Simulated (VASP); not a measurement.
The system is Sn.

```
CELL_PARAMETERS angstrom
5.41098 0.00000 0.00000
-2.70549 4.68605 0.00000
0.00000 0.00000 3.31693
ATOMIC_POSITIONS crystal
Sn 0.00000 0.00000 0.00000
Sn 0.33333 0.66667 0.50000
Sn 0.66667 0.33333 0.50000
```

This isn't the form of Sn at room conditions, which is tetragonal (white tin).

| Property | Result |
| --- | --- |
| Program | VASP 6.6.1 |
| Task | relaxation of cell and atoms |
| Functional | LDA |
| Potentials or basis | VASP PAW LDA potentials, release 64 (Sn_d) |
| Cutoff | 600 eV |
| k mesh | 7 × 7 × 10 |
| Occupations | fermi-dirac, width 0.1 eV |
| Spin | no spin polarisation |

At the start: pressure -4.1 GPa; volume 28.03 Å³/atom.

Problem. Where does the relaxation end?

Solution. Over 5 steps the energy falls by 33.1 meV/atom and the volume is 25.69 Å³/atom (-8.4 %); space group P6/mmm (No. 191, to 0.1 Å) before and after.

Step by step:
| step | energy change (eV) | largest force (eV/Å) | pressure (GPa) | volume (Å³) |
| --- | --- | --- | --- | --- |
| 1 | 0.0000 | 0.0000 | -4.14 | 84.10 |
| 2 | -0.0935 | 0.0000 | 1.22 | 75.59 |
| 3 | -0.0989 | 0.0000 | 0.00 | 77.08 |
| 4 | -0.0992 | 0.0000 | 0.00 | 77.07 |
| 5 | -0.0993 | 0.0000 | -0.01 | 77.06 |

Final structure:
```
Sn
1.0
     5.26773    0.00000    0.00000
    -2.63386    4.56198    0.00000
     0.00000    0.00000    3.20678
Sn
3
Direct
  0.00000 0.00000 0.00000
  0.33333 0.66667 0.50000
  0.66667 0.33333 0.50000
```
